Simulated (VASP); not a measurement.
**TiCo: single point with LDA**

Crystal: TiCo.

```xyz
2
Lattice="2.8826 0.0000 0.0000 0.0000 2.8826 0.0000 0.0000 0.0000 2.8826" Properties=species:S:1:pos:R:3 pbc="T T T"
Ti    0.0000    0.0000    0.0000
Co    1.4413    1.4413    1.4413
```

```yaml
Program: VASP 6.6.1
Task: single point
Functional: LDA
Potentials_or_basis: VASP PAW LDA potentials, release 64 (Ti_sv, Co_sv)
Cutoff: 690 eV
k_mesh: 16 × 16 × 16
Occupations: gaussian, width 0.05 eV
Spin: collinear spin, ferromagnetic start
Starting_moments: "[0.0, 0.27] μB"
```

The pressure is 3.9 GPa. The net moment is 0.14 μB per cell. The site moments are Ti +0.01; Co +0.12 μB. The valence electrons inside the program's atomic spheres are Ti 10.47; Co 15.22.

Levels at points of the mesh, in eV from the Fermi level:
Spin up:
```csv
k point,band 11,band 12,band 13,band 14,band 15,band 16,band 17,band 18
"(0.00, 0.00, 0.00)",-4.41,-1.70,-1.70,-1.70,0.81,0.81,3.09,3.09
"(0.50, 0.00, 0.00)",-2.83,-1.77,-1.77,-1.21,-1.02,0.15,0.65,0.65
"(0.50, 0.50, 0.00)",-2.80,-2.80,-0.77,-0.22,0.90,0.90,1.35,2.93
"(0.50, 0.50, 0.50)",-2.71,-2.42,-2.42,-2.42,-0.73,-0.73,3.54,3.54
```
Spin down:
```tsv
k point	band 11	band 12	band 13	band 14	band 15	band 16	band 17	band 18
(0.00, 0.00, 0.00)	-4.33	-1.62	-1.62	-1.62	0.88	0.88	3.11	3.11
(0.50, 0.00, 0.00)	-2.70	-1.68	-1.68	-1.12	-1.02	0.28	0.66	0.66
(0.50, 0.50, 0.00)	-2.74	-2.74	-0.61	-0.10	0.91	0.91	1.39	2.97
(0.50, 0.50, 0.50)	-2.63	-2.41	-2.41	-2.41	-0.57	-0.57	3.54	3.54
```

Wall time 3.4 min on 1 thread of Intel(R) Xeon(R) Platinum 8488C (Sapphire Rapids), on a shared host, peak memory 0.33 GiB.

Caveat: the cell stands under pressure.
